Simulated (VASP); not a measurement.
Here is a VASP 6.6.1 calculation.

INCAR

```
SYSTEM = AlN
  ALGO = Normal
  EDIFF = 1E-6
  EDIFFG = -0.01
  ENCUT = 520
  IBRION = 2
  ISIF = 2
  ISMEAR = 0
  LASPH = .True.
  LCHARG = .False.
  LREAL = .False.
  LWAVE = .False.
  NELM = 60
  NSW = 50
  PREC = Accurate
  SIGMA = 0.05
```

Contents of KPOINTS:

```
k-points
0
Gamma
  9 9 6
  0 0 0
```

File POSCAR:

```
AlN
1.0
    3.1504000000      0.0000000000      0.0000000000
   -1.5752000000      2.7283264321      0.0000000000
    0.0000000000      0.0000000000      5.1413000000
Al N
2 2
Direct
    0.3333333333      0.6666666667      0.0015210172
    0.6666666667      0.3333333333      0.5015210172
    0.3333333333      0.6666666667      0.3834789828
    0.6666666667      0.3333333333      0.8834789828
```

Potentials or basis: VASP PAW LDA potentials, release 64 (Al, N).

The run is started by

```sh
$ cat potpaw_LDA.64/Al/POTCAR potpaw_LDA.64/N/POTCAR > POTCAR
$ mpirun -np 1 vasp_std > vasp.out
```

Task: Estimate the band gap on the k mesh.

Result: 3.82 eV.

Task: Estimate the energy gained by relaxing.

Result: 0.7 meV/atom.

Stress tensor (GPa, compression positive):
```
-12.26   0.00   0.00
  0.00 -12.26   0.00
  0.00   0.00 -16.53
```
